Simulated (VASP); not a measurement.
# ZnS (I-4m2) in VASP: single point with PBE

Aim: the single point of ZnS with PBE.

All numbers are computed with VASP 6.6.1; they aren't measurements. Logs are shortened: lines on timing, memory, paths and dates and some standing lists are left out, and cuts for length are marked.

## (1) The cell of the first run

The structure is tetragonal, space group I-4m2 (No. 119). The conventional cell has a = 3.769 Å, b = 3.769 Å, c = 5.572 Å, α = 90.00°, β = 90.00°, γ = 90.00°. Within 3.1 Å of Zn (site symmetry -4m2) lie 4 S at 2.34 Å. S (site symmetry -4m2) has 4 Zn at 2.34 Å within 3.1 Å.

## (2) Single point, PBE (z stretched by +3 % at fixed volume)

INCAR

```
ALGO     = Normal         # electronic algorithm
EDIFF    = 1E-7           # SCF threshold, eV
ENCUT    = 520            # plane-wave cutoff, eV
GGA      = PE             # functional
ISIF     = 2              # what is computed and relaxed
ISMEAR   = -1             # smearing method
LASPH    = T              # aspherical terms in the spheres
LCHARG   = F              # write CHGCAR
LREAL    = F              # projectors in reciprocal space
LWAVE    = F              # write WAVECAR
NBANDS   = 16             # bands
NELM     = 100            # most SCF steps
PREC     = Accurate       # precision mode
SIGMA    = 0.01           # smearing width, eV
```

KPOINTS

```
k-points
0
Gamma
  9 9 9
```

POSCAR

```
ZnS
1.0
    0.0000000000      2.6649708323      2.7857895000
    2.6649708323      0.0000000000      2.7857895000
    2.6649708323      2.6649708323      0.0000000000
Zn S
1 1
Direct
    0.0000000000      0.0000000000      0.0000000000
    0.7500000000      0.7500000000      0.7500000000
```

Potentials or basis: VASP PAW PBE potentials, release 64 (Zn, S).

Started as:

```bash
$ cat potpaw_PBE.64/Zn/POTCAR potpaw_PBE.64/S/POTCAR > POTCAR
$ mpirun -np 1 vasp_std > vasp.out
```

OUTCAR:

```text
EDIFF = 1E-7
   ENCUT = 520
   GGA = PE
   ISIF = 2
   ISMEAR = -1
   LASPH = T
   LREAL = F
   NELM = 100
   PREC = Accurate

 ion  position               nearest neighbor table
   1  0.000  0.000  0.000-   2 2.34   2 2.34   2 2.34   2 2.34
   2  0.750  0.750  0.750-   1 2.34   1 2.34   1 2.34   1 2.34

  LATTYP: Found a body centered tetragonal cell.
 ALAT       =     3.7688378944
 C/A-ratio  =     1.4783281097

  Lattice vectors:

 A1 = (  -2.6649708323,   0.0000000000,   2.7857895000)
 A2 = (   2.6649708323,   0.0000000000,   2.7857895000)
 A3 = (   0.0000000000,   2.6649708323,  -2.7857895000)

Analysis of symmetry for initial positions (statically):
=====================================================================
 Subroutine PRICEL returns:
 Original cell was already a primitive cell.

 Routine SETGRP: Setting up the symmetry group for a
 body centered tetragonal supercell.

 Subroutine GETGRP returns: Found  8 space group operations
 (whereof  8 operations were pure point group operations)
 out of a pool of 16 trial point group operations.

The static configuration has the point symmetry D_2d.

Analysis of symmetry for dynamics (positions and initial velocities):
=====================================================================
 Subroutine PRICEL returns:
 Original cell was already a primitive cell.

 Routine SETGRP: Setting up the symmetry group for a
 body centered tetragonal supercell.

 Subroutine GETGRP returns: Found  8 space group operations
 (whereof  8 operations were pure point group operations)
 out of a pool of 16 trial point group operations.

The dynamic configuration has the point symmetry D_2d.

 Subroutine INISYM returns: Found  8 space group operations
 (whereof  8 operations are pure point group operations),
 and found     1 'primitive' translations

----------------------------------------------------------------------------------------

                                     Primitive cell

  volume of cell :      39.5697

  direct lattice vectors                    reciprocal lattice vectors
     0.000000000  2.664970832  2.785789500    -0.187619314  0.187619314  0.179482333
     2.664970832  0.000000000  2.785789500     0.187619314 -0.187619314  0.179482333
     2.664970832  2.664970832  0.000000000     0.187619314  0.187619314 -0.179482333

  length of vectors
     3.855216294  3.855216294  3.768837894     0.320337201  0.320337201  0.320337201

  position of ions in fractional coordinates (direct lattice)
     0.000000000  0.000000000  0.000000000
     0.750000000  0.750000000  0.750000000

  ion indices of the primitive-cell ions
   primitive index   ion index
                 1           1
                 2           2

----------------------------------------------------------------------------------------

 KPOINTS: k-points

Automatic generation of k-mesh.
 Grid dimensions read from file:
 generate k-points for:    9    9    9

 Generating k-lattice:

  Cartesian coordinates                     Fractional coordinates (reciprocal lattice)
    -0.020846590  0.020846590  0.019942481     0.111111111  0.000000000  0.000000000
     0.020846590 -0.020846590  0.019942481     0.000000000  0.111111111  0.000000000
     0.020846590  0.020846590 -0.019942481     0.000000000  0.000000000  0.111111111

  Length of vectors
     0.035593022  0.035593022  0.035593022

  Shift w.r.t. Gamma in fractional coordinates (k-lattice)
     0.000000000  0.000000000  0.000000000

 Subroutine IBZKPT returns following result:
 ===========================================

 Found     75 irreducible k-points:

 Following reciprocal coordinates:
            Coordinates               Weight
  0.000000  0.000000  0.000000      1.000000
  0.111111 -0.000000  0.000000      8.000000
  0.222222  0.000000  0.000000      8.000000
  0.333333 -0.000000  0.000000      8.000000
  0.444444  0.000000  0.000000      8.000000
  0.111111  0.111111  0.000000      2.000000
[... 16 lines left out ...]
 -0.333333  0.333333  0.000000      4.000000
  0.444444  0.444444  0.000000      2.000000
 [... further k-points ...]
   k-points           NKPTS =     75   k-points in BZ     NKDIM =     75   number of bands    NBANDS=     16
   number of dos      NEDOS =    301   number of ions     NIONS =      2
   total plane-waves  NPLWV =  25200
   dimension x,y,z NGX =    30 NGY =   30 NGZ =   28
   dimension x,y,z NGXF=    60 NGYF=   60 NGZF=   56
   ions per type =               1   1
   NGX,Y,Z   is equivalent  to a cutoff of  12.94, 12.94, 12.35 a.u.
   NGXF,Y,Z  is equivalent  to a cutoff of  25.87, 25.87, 24.70 a.u.
 SYSTEM =  unknown system
   PREC   = accura    normal or accurate (medium, high low for compatibility)
   ISTART =      0    job   : 0-new  1-cont  2-samecut
   ICHARG =      2    charge: 1-file 2-atom 10-const
   ISPIN  =      1    spin polarized calculation?
   LNONCOLLINEAR =      F non collinear calculations
   LSORBIT =      F    spin-orbit coupling
   LASPH  =      T    aspherical Exc in radial PAW
   ENCUT  =  520.0 eV  38.22 Ry    6.18 a.u.   7.17  7.17  7.01*2*pi/ulx,y,z
   NELM   =    100;   NELMIN=  2; NELMDL= -5     # of ELM steps
   EDIFF  = 0.1E-06   stopping-criterion for ELM
   LREAL  =      F    real-space projection
   EDIFFG = 0.1E-05   stopping-criterion for IOM
   NSW    =      0    number of steps for IOM
   IBRION =     -1    ionic relax: 0-MD 1-quasi-New 2-CG
   NFREE  =      0    steps in history (QN), initial steepest desc. (CG)
   ISIF   =      2    stress and relaxation
   ISYM   =      2    0-nonsym 1-usesym 2-fastsym
   POTIM  = 0.5000    time-step for ionic-motion
   TEBEG  =    0.0;   TEEND  =   0.0 temperature during run
   PSTRESS=    0.0 pullay stress
   NELECT =      18.0000    total number of electrons
   NUPDOWN=      -1.0000    fix difference up-down
   EMIN   =  10.00;   EMAX   =-10.00  energy-range for DOS
   EFERMI =   0.00;   METHOD = LEGACY
   ISMEAR =    -1;   SIGMA  =   0.01  broadening in eV -4-tet -1-fermi 0-gaus
   EFERMI_NEDOS =   21; number of points for ismear=-14 and -15
   IALGO  =     38    algorithm
   IMIX   =      4    mixing-type and parameters
     AMIX     =   0.40;   BMIX     =  1.00
     AMIX_MAG =   1.60;   BMIX_MAG =  1.00
  volume/ion in A,a.u.               =      19.78       133.51
  Fermi-wavevector in a.u.,A,eV,Ry     =   1.259055  2.379268 21.568210  1.585219
  Thomas-Fermi vector in A             =   2.392634
   LORBIT       =      0    0 simple, 1 ext, 2 COOP (PROOUT), +10 PAW based schemes
   GGA     = PE    functional components
   LHFCALC =     F    Hartree Fock is set to
   AEXX    =    0.0000 exact exchange contribution
   IVDW    =     0    specifies the selected vdW correction
   LEPSILON=     F    determine dielectric tensor
   LRPA    =     F    only Hartree local field effects (RPA)
 non-spin polarized calculation
  energy-cutoff  :      520.00
  volume of cell :       39.57
 maximum number of plane-waves:      1074
 NGX is ok and might be reduce to    30
   NGX = 15   NGY = 15   NGZ = 13

 number of electron      18.0000003 magnetization

 Free energy of the ion-electron system (eV)
  ---------------------------------------------------
  ext. energy  EPLUGINS =         0.00000000
  ---------------------------------------------------
  free energy    TOTEN  =        -6.84161322 eV

  energy without entropy =       -6.84161322  energy(sigma->0) =       -6.84161322

 E-fermi :   2.3877     XC(G=0):  -9.6182

 val. band max:        2.1326974536   @ k =   0.0000   0.0000   0.0000
 cond. band min:       4.1714056954   @ k =   0.0000   0.0000   0.0000
 fundamental gap:      2.0387082419
 Fermi energy:         2.3876628016

 k-point     1 :       0.0000    0.0000    0.0000
  band No.  band energies     occupation
      1     -11.0368      2.00000
      2      -4.2642      2.00000
      3      -4.2362      2.00000
      4      -4.2362      2.00000
      5      -3.7604      2.00000
      6      -3.7479      2.00000
[... 8 lines left out ...]
     15      13.9821      0.00000
     16      14.2122      0.00000

 k-point     2 :       0.1111   -0.0000    0.0000
  band No.  band energies     occupation
      1     -10.9443      2.00000
      2      -4.2554      2.00000
      3      -4.2288      2.00000
      4      -4.2189      2.00000
      5      -3.7605      2.00000
      6      -3.7505      2.00000
[... 8 lines left out ...]
     15      13.6353      0.00000
     16      14.6384      0.00000

 k-point     3 :       0.2222    0.0000    0.0000
  band No.  band energies     occupation
      1     -10.6947      2.00000
      2      -4.2253      2.00000
      3      -4.1940      2.00000
      4      -4.1776      2.00000
      5      -3.7553      2.00000
      6      -3.7528      2.00000
[... 8 lines left out ...]
     15      13.1471      0.00000
     16      14.5223      0.00000

 k-point     4 :       0.3333   -0.0000    0.0000
  band No.  band energies     occupation
      1     -10.3780      2.00000
      2      -4.1714      2.00000
      3      -4.1373      2.00000
      4      -4.0801      2.00000
      5      -3.7460      2.00000
      6      -3.7371      2.00000
[... 8 lines left out ...]
     15      13.6565      0.00000
     16      14.1040      0.00000
[... 324 lines left out ...]
 k-point    22 :      -0.4444    0.3333    0.0000
  band No.  band energies     occupation
      1      -9.8840      2.00000
      2      -4.1823      2.00000
      3      -3.9578      2.00000
      4      -3.8707      2.00000
      5      -3.7159      2.00000
      6      -3.5033      2.00000
[... 8 lines left out ...]
     15      15.1682      0.00000
     16      17.1155      0.00000

 k-point    23 :      -0.3333    0.3333    0.0000
  band No.  band energies     occupation
      1      -9.8977      2.00000
      2      -4.1480      2.00000
      3      -3.9945      2.00000
      4      -3.8042      2.00000
      5      -3.7441      2.00000
      6      -3.4742      2.00000
[... 8 lines left out ...]
     15      13.8768      0.00000
     16      18.2344      0.00000

 k-point    24 :       0.4444    0.4444    0.0000
  band No.  band energies     occupation
      1      -9.9003      2.00000
      2      -4.2795      2.00000
      3      -3.9130      2.00000
      4      -3.9130      2.00000
      5      -3.6863      2.00000
      6      -3.6409      2.00000
[... 8 lines left out ...]
     15      15.8416      0.00000
     16      17.1123      0.00000

 [... further k-points ...]
[... 5 lines left out ...]
  --------------------------------------------------------------------------------------
  -------------------------------------------------------------------------------------
  Total        0.5287542      0.5287542      0.0502482      0.0000000      0.0000000      0.0000000
  in kB       21.4092385     21.4092385      2.0345493      0.0000000      0.0000000      0.0000000
  external PRESSURE =      14.9510087 kB  Pullay stress =       0.0000000 kB

 VOLUME and BASIS-vectors are now :
 -----------------------------------------------------------------------------
  energy-cutoff  :      520.00
  volume of cell :       39.57
      direct lattice vectors                 reciprocal lattice vectors
     0.000000000  2.664970832  2.785789500    -0.187619314  0.187619314  0.179482333
     2.664970832  0.000000000  2.785789500     0.187619314 -0.187619314  0.179482333
     2.664970832  2.664970832  0.000000000     0.187619314  0.187619314 -0.179482333

 POSITION                                       TOTAL-FORCE (eV/Angst)
 -----------------------------------------------------------------------------------
      0.00000      0.00000      0.00000        -0.000000     -0.000000     -0.000000
      3.99746      3.99746      4.17868         0.000000      0.000000      0.000000
 -----------------------------------------------------------------------------------
    total drift:                               -0.000009     -0.000009     -0.000009

  FREE ENERGIE OF THE ION-ELECTRON SYSTEM (eV)
  ---------------------------------------------------
  free  energy   TOTEN  =        -6.8416132161 eV

  energy  without entropy=       -6.8416132161  energy(sigma->0) =       -6.84161322
```

It took 51 s on 1 thread of AMD EPYC 7R43 (Zen 3), shared host; peak memory 0.16 GiB.

What came out:

| Quantity | Value |
| --- | --- |
| Free energy | -6.8416 eV |
| Pressure | 1.5 GPa |
| Band gap on the k mesh | 2.04 eV, direct |

Stress tensor (GPa, compression positive):
```
2.14 0.00 0.00
0.00 2.14 0.00
0.00 0.00 0.20
```

Levels at points of the mesh, in eV from the valence-band top:
```tsv
k point	band 7	band 8	band 9	band 10	band 11	band 12
(0.00, 0.00, 0.00)	-0.17	0.00	0.00	2.04	6.36	6.36
```
